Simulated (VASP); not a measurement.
# Al in VASP: single point with PBEsol

Aim: the single point of Al with PBEsol.

Program: VASP 6.6.1. These are calculated values, not measurements. Logs are shortened: lines on timing, memory, paths and dates and some standing lists are left out, and cuts for length are marked.

## 1. The cell of the first run

The typed cell holds 2 atoms: a = 2.833 Å, b = 2.833 Å, c = 4.696 Å, α = 90.00°, β = 90.00°, γ = 119.99°.

This isn't the form of Al at room conditions, which is fcc.

## 2. Single point, PBEsol

Contents of INCAR:

```
ALGO = Fast
EDIFF = 1E-7
ENCUT = 520
GGA = PS
ISIF = 2
ISMEAR = 0
LASPH = True
LCHARG = False
LREAL = False
LWAVE = False
NBANDS = 10
NELM = 100
PREC = Accurate
SIGMA = 0.1
```

Contents of KPOINTS:

```
k-points
0
Gamma
  22 22 12
```

Contents of POSCAR:

```
Al
1.0
    1.4159363666     -2.4530840237      0.0421327634
    1.4159363666      2.4530840237      0.0421327634
   -0.1391675082      0.0000000000      4.6935884393
Al
2
Direct
    0.3333388716      0.6666611284      0.7500000000
    0.6666611284      0.3333388716      0.2500000000
```

Potentials or basis: VASP PAW PBE potentials, release 64 (Al).

Launch:

```bash
cat potpaw_PBE.64/Al/POTCAR > POTCAR
mpirun -np 1 vasp_std > vasp.out
```

OUTCAR:

```text
EDIFF = 1E-7
   ENCUT = 520
   GGA = PS
   ISIF = 2
   ISMEAR = 0
   LASPH = True
   LREAL = False
   NELM = 100
   PREC = Accurate

 ion  position               nearest neighbor table
   1  0.333  0.667  0.750-   2 2.86   2 2.86   2 2.86   2 2.86   2 2.86   2 2.86
   2  0.667  0.333  0.250-   1 2.86   1 2.86   1 2.86   1 2.86   1 2.86   1 2.86

  LATTYP: Found a base centered monoclinic cell.
 ALAT       =     2.8331261631
 B/A-ratio  =     1.7317153437
 C/A-ratio  =     1.6574098408
 COS(beta)  =    -0.0001054643

  Lattice vectors:

 A1 = (  -1.4159363666,   2.4530840237,  -0.0421327634)
 A2 = (  -1.4159363666,  -2.4530840237,  -0.0421327634)
 A3 = (  -0.1391675082,   0.0000000000,   4.6935884393)

Analysis of symmetry for initial positions (statically):
=====================================================================
 Subroutine PRICEL returns:
 Original cell was already a primitive cell.

 Routine SETGRP: Setting up the symmetry group for a
 base centered monoclinic supercell.

 Subroutine GETGRP returns: Found  4 space group operations
 (whereof  2 operations were pure point group operations)
 out of a pool of  4 trial point group operations.

The static configuration has the point symmetry S_2 .
 The point group associated with its full space group is C_2h.

Analysis of symmetry for dynamics (positions and initial velocities):
=====================================================================
 Subroutine PRICEL returns:
 Original cell was already a primitive cell.

 Routine SETGRP: Setting up the symmetry group for a
 base centered monoclinic supercell.

 Subroutine GETGRP returns: Found  4 space group operations
 (whereof  2 operations were pure point group operations)
 out of a pool of  4 trial point group operations.

The dynamic configuration has the point symmetry S_2 .
 The point group associated with its full space group is C_2h.

 Subroutine INISYM returns: Found  4 space group operations
 (whereof  2 operations are pure point group operations),
 and found     1 'primitive' translations

----------------------------------------------------------------------------------------

                                     Primitive cell

  volume of cell :      32.6343

  direct lattice vectors                    reciprocal lattice vectors
     1.415936367 -2.453084024  0.042132763     0.352811933 -0.203825061  0.010461070
     1.415936367  2.453084024  0.042132763     0.352811933  0.203825061  0.010461070
    -0.139167508  0.000000000  4.693588439    -0.006334148  0.000000000  0.212868790

  length of vectors
     2.832714633  2.832714633  4.695651183     0.407590909  0.407590909  0.212963009

  position of ions in fractional coordinates (direct lattice)
     0.333338872  0.666661128  0.750000000
     0.666661128  0.333338872  0.250000000

  ion indices of the primitive-cell ions
   primitive index   ion index
                 1           1
                 2           2

----------------------------------------------------------------------------------------

 KPOINTS: k-points

Automatic generation of k-mesh.
 Grid dimensions read from file:
 generate k-points for:   22   22   12

 Generating k-lattice:

  Cartesian coordinates                     Fractional coordinates (reciprocal lattice)
     0.016036906 -0.009264775  0.000475503     0.045454545 -0.000000000  0.000000000
     0.016036906  0.009264775  0.000475503    -0.000000000  0.045454545  0.000000000
    -0.000527846  0.000000000  0.017739066     0.000000000  0.000000000  0.083333333

  Length of vectors
     0.018526860  0.018526860  0.017746917

  Shift w.r.t. Gamma in fractional coordinates (k-lattice)
     0.000000000  0.000000000  0.000000000

 Subroutine IBZKPT returns following result:
 ===========================================

 Found   1531 irreducible k-points:

 Following reciprocal coordinates:
            Coordinates               Weight
  0.000000  0.000000  0.000000      1.000000
  0.045455  0.000000  0.000000      4.000000
  0.090909  0.000000  0.000000      4.000000
  0.136364  0.000000  0.000000      4.000000
  0.181818  0.000000  0.000000      4.000000
  0.227273  0.000000  0.000000      4.000000
[... 16 lines left out ...]
  0.500000  0.045455  0.000000      4.000000
 -0.454545  0.045455 -0.000000      4.000000
 [... further k-points ...]
   k-points           NKPTS =   1531   k-points in BZ     NKDIM =   1531   number of bands    NBANDS=     10
   number of dos      NEDOS =    301   number of ions     NIONS =      2
   total plane-waves  NPLWV =  20736
   dimension x,y,z NGX =    24 NGY =   24 NGZ =   36
   dimension x,y,z NGXF=    48 NGYF=   48 NGZF=   72
   ions per type =               2
   NGX,Y,Z   is equivalent  to a cutoff of  14.09, 14.09, 12.75 a.u.
   NGXF,Y,Z  is equivalent  to a cutoff of  28.17, 28.17, 25.49 a.u.
 SYSTEM =  unknown system
   PREC   = accura    normal or accurate (medium, high low for compatibility)
   ISTART =      0    job   : 0-new  1-cont  2-samecut
   ICHARG =      2    charge: 1-file 2-atom 10-const
   ISPIN  =      1    spin polarized calculation?
   LNONCOLLINEAR =      F non collinear calculations
   LSORBIT =      F    spin-orbit coupling
   LASPH  =      T    aspherical Exc in radial PAW
   ENCUT  =  520.0 eV  38.22 Ry    6.18 a.u.   5.27  5.27  8.73*2*pi/ulx,y,z
   NELM   =    100;   NELMIN=  2; NELMDL= -5     # of ELM steps
   EDIFF  = 0.1E-06   stopping-criterion for ELM
   LREAL  =      F    real-space projection
   EDIFFG = 0.1E-05   stopping-criterion for IOM
   NSW    =      0    number of steps for IOM
   IBRION =     -1    ionic relax: 0-MD 1-quasi-New 2-CG
   NFREE  =      0    steps in history (QN), initial steepest desc. (CG)
   ISIF   =      2    stress and relaxation
   ISYM   =      2    0-nonsym 1-usesym 2-fastsym
   POTIM  = 0.5000    time-step for ionic-motion
   TEBEG  =    0.0;   TEEND  =   0.0 temperature during run
   PSTRESS=    0.0 pullay stress
   NELECT =       6.0000    total number of electrons
   NUPDOWN=      -1.0000    fix difference up-down
   EMIN   =  10.00;   EMAX   =-10.00  energy-range for DOS
   EFERMI =   0.00;   METHOD = LEGACY
   ISMEAR =     0;   SIGMA  =   0.10  broadening in eV -4-tet -1-fermi 0-gaus
   EFERMI_NEDOS =   21; number of points for ismear=-14 and -15
   IALGO  =     68    algorithm
   IMIX   =      4    mixing-type and parameters
     AMIX     =   0.40;   BMIX     =  1.00
     AMIX_MAG =   1.60;   BMIX_MAG =  1.00
  volume/ion in A,a.u.               =      16.32       110.11
  Fermi-wavevector in a.u.,A,eV,Ry     =   0.930895  1.759136 11.790330  0.866565
  Thomas-Fermi vector in A             =   2.057331
   LORBIT       =      0    0 simple, 1 ext, 2 COOP (PROOUT), +10 PAW based schemes
   GGA     = PS    functional components
   LHFCALC =     F    Hartree Fock is set to
   AEXX    =    0.0000 exact exchange contribution
   IVDW    =     0    specifies the selected vdW correction
   LEPSILON=     F    determine dielectric tensor
   LRPA    =     F    only Hartree local field effects (RPA)
 non-spin polarized calculation
 RMM-DIIS sequential band-by-band and
 Gauss-broadening in eV      SIGMA  =   0.10
  energy-cutoff  :      520.00
  volume of cell :       32.63
 maximum number of plane-waves:       896
 NGX is ok and might be reduce to    24
   NGX = 11   NGY = 11   NGZ = 17

 number of electron       6.0000000 magnetization

 Free energy of the ion-electron system (eV)
  ---------------------------------------------------
  ext. energy  EPLUGINS =         0.00000000
  ---------------------------------------------------
  free energy    TOTEN  =        -8.12142563 eV

  energy without entropy =       -8.11759732  energy(sigma->0) =       -8.11951148

 E-fermi :   8.0580     XC(G=0): -10.2987

 val. band max:        8.0575768881   @ k =   0.3636   0.1818   0.2500
 cond. band min:       8.0582814851   @ k =   0.4545   0.1818   0.2500
 fundamental gap:      0.0007045970
 Fermi energy:         8.0579915875

 k-point     1 :       0.0000    0.0000    0.0000
  band No.  band energies     occupation
      1      -3.1432      2.00000
      2       3.3514      2.00000
      3       3.4881      2.00000
      4      18.9549      0.00000
      5      18.9593      0.00000
      6      19.2759      0.00000
      7      19.2813      0.00000
      8      20.0113      0.00000
      9      22.0286      0.00000
     10      22.3847      0.00000

 k-point     2 :       0.0455    0.0000    0.0000
  band No.  band energies     occupation
      1      -3.0925      2.00000
      2       3.3985      2.00000
      3       3.5377      2.00000
      4      17.7032      0.00000
      5      18.1943      0.00000
      6      19.2100      0.00000
      7      20.1290      0.00000
      8      20.5788      0.00000
      9      22.0139      0.00000
     10      22.8371      0.00000

 k-point     3 :       0.0909    0.0000    0.0000
  band No.  band energies     occupation
      1      -2.9402      2.00000
      2       3.5399      2.00000
      3       3.6863      2.00000
      4      16.0106      0.00000
      5      17.3768      0.00000
      6      18.6424      0.00000
      7      20.8354      0.00000
      8      21.1918      0.00000
      9      21.5996      0.00000
     10      22.0967      0.00000

 k-point     4 :       0.1364    0.0000    0.0000
  band No.  band energies     occupation
      1      -2.6869      2.00000
      2       3.7755      2.00000
      3       3.9326      2.00000
      4      14.2934      0.00000
      5      16.6426      0.00000
      6      17.9294      0.00000
      7      20.0451      0.00000
      8      20.1769      0.00000
      9      21.8782      0.00000
     10      21.9063      0.00000

 k-point     5 :       0.1818    0.0000    0.0000
  band No.  band energies     occupation
      1      -2.3330      2.00000
      2       4.1053      2.00000
      3       4.2744      2.00000
      4      12.6180      0.00000
      5      15.9949      0.00000
      6      17.1314      0.00000
      7      18.5710      0.00000
      8      18.8776      0.00000
      9      21.4213      0.00000
     10      21.9849      0.00000

 k-point     6 :       0.2273    0.0000    0.0000
  band No.  band energies     occupation
      1      -1.8794      2.00000
      2       4.5293      2.00000
      3       4.7074      2.00000
      4      11.0107      0.00000
      5      15.4342      0.00000
      6      16.2034      0.00000
      7      16.9871      0.00000
      8      17.8377      0.00000
      9      20.9365      0.00000
     10      21.3883      0.00000
[... 183 lines left out ...]
 k-point    21 :       0.4091    0.0455    0.0000
  band No.  band energies     occupation
      1       1.3988      2.00000
      2       4.5672      2.00000
      3       7.6126      2.00000
      4       8.0263      1.34553
      5      10.8528      0.00000
      6      11.0078      0.00000
      7      13.2331      0.00000
      8      16.5721      0.00000
      9      18.9849      0.00000
     10      19.0298      0.00000

 k-point    22 :       0.4545    0.0455    0.0000
  band No.  band energies     occupation
      1       2.3712      2.00000
      2       3.4419      2.00000
      3       8.4645      0.00000
      4       8.8582      0.00000
      5       9.8133      0.00000
      6      10.0232      0.00000
      7      13.1127      0.00000
      8      16.4754      0.00000
      9      18.9081      0.00000
     10      18.9332      0.00000

 k-point    23 :       0.5000    0.0455    0.0000
  band No.  band energies     occupation
      1       2.3715      2.00000
      2       3.4416      2.00000
      3       8.4647      0.00000
      4       8.8584      0.00000
      5       9.8130      0.00000
      6      10.0231      0.00000
      7      13.1129      0.00000
      8      16.4751      0.00000
      9      18.9083      0.00000
     10      18.9335      0.00000

 k-point    24 :      -0.4545    0.0455   -0.0000
  band No.  band energies     occupation
      1       1.3991      2.00000
      2       4.5669      2.00000
      3       7.6129      2.00000
      4       8.0265      1.34362
      5      10.8525      0.00000
      6      11.0078      0.00000
      7      13.2335      0.00000
      8      16.5714      0.00000
      9      18.9855      0.00000
     10      19.0305      0.00000

 [... further k-points ...]

------------------------ aborting loop because EDIFF is reached ----------------------------------------

  FORCE on cell =-STRESS in cart. coord.  units (eV):
  Direction    XX          YY          ZZ          XY          YZ          ZX
  --------------------------------------------------------------------------------------
  -------------------------------------------------------------------------------------
  Total        0.0108816      0.0141548      0.0115382      0.0000000      0.0000000     -0.0003246
  in kB        0.5342328      0.6949281      0.5664658      0.0000000      0.0000000     -0.0159368
  external PRESSURE =       0.5985422 kB  Pullay stress =       0.0000000 kB

 VOLUME and BASIS-vectors are now :
 -----------------------------------------------------------------------------
  energy-cutoff  :      520.00
  volume of cell :       32.63
      direct lattice vectors                 reciprocal lattice vectors
     1.415936367 -2.453084024  0.042132763     0.352811933 -0.203825061  0.010461070
     1.415936367  2.453084024  0.042132763     0.352811933  0.203825061  0.010461070
    -0.139167508  0.000000000  4.693588439    -0.006334148  0.000000000  0.212868790

 POSITION                                       TOTAL-FORCE (eV/Angst)
 -----------------------------------------------------------------------------------
      1.31156      0.81767      3.56232         0.000000      0.000089      0.000000
      1.38114     -0.81767      1.21553        -0.000000     -0.000089     -0.000000
 -----------------------------------------------------------------------------------
    total drift:                                0.000000      0.000000      0.000000

  FREE ENERGIE OF THE ION-ELECTRON SYSTEM (eV)
  ---------------------------------------------------
  free  energy   TOTEN  =        -8.1214256344 eV

  energy  without entropy=       -8.1175973231  energy(sigma->0) =       -8.11951148
```

Run time: 9.6 min. Hardware: 1 thread of Intel Xeon 8259CL, shared host; peak memory 0.49 GiB.

Results:

```
Free energy            : -8.1214 eV
Pressure               : 0.1 GPa
Band gap on the k mesh : zero (bands 3 and 4 overlap by 7.31 eV)
```

Levels at points of the mesh, in eV from the Fermi level:
```csv
k point,band 1,band 2,band 3,band 4,band 5,band 6,band 7,band 8
"(0.00, 0.00, 0.00)",-11.20,-4.71,-4.57,10.90,10.90,11.22,11.22,11.95
"(0.50, 0.00, 0.00)",-5.27,-5.12,0.61,1.03,1.46,1.69,5.83,7.52
"(0.50, 0.50, 0.00)",-5.27,-5.12,0.61,1.03,1.46,1.69,5.82,7.52
"(0.00, 0.00, 0.50)",-9.53,-9.53,3.19,3.19,12.06,12.06,12.07,12.07
"(0.50, 0.00, 0.50)",-3.93,-3.93,-3.20,-3.19,7.26,7.26,7.59,7.59
"(0.50, 0.50, 0.50)",-3.93,-3.93,-3.19,-3.19,7.25,7.25,7.59,7.59
```

Caveat: the PAW data sets were made with another functional, which shifts forces and pressure a little.
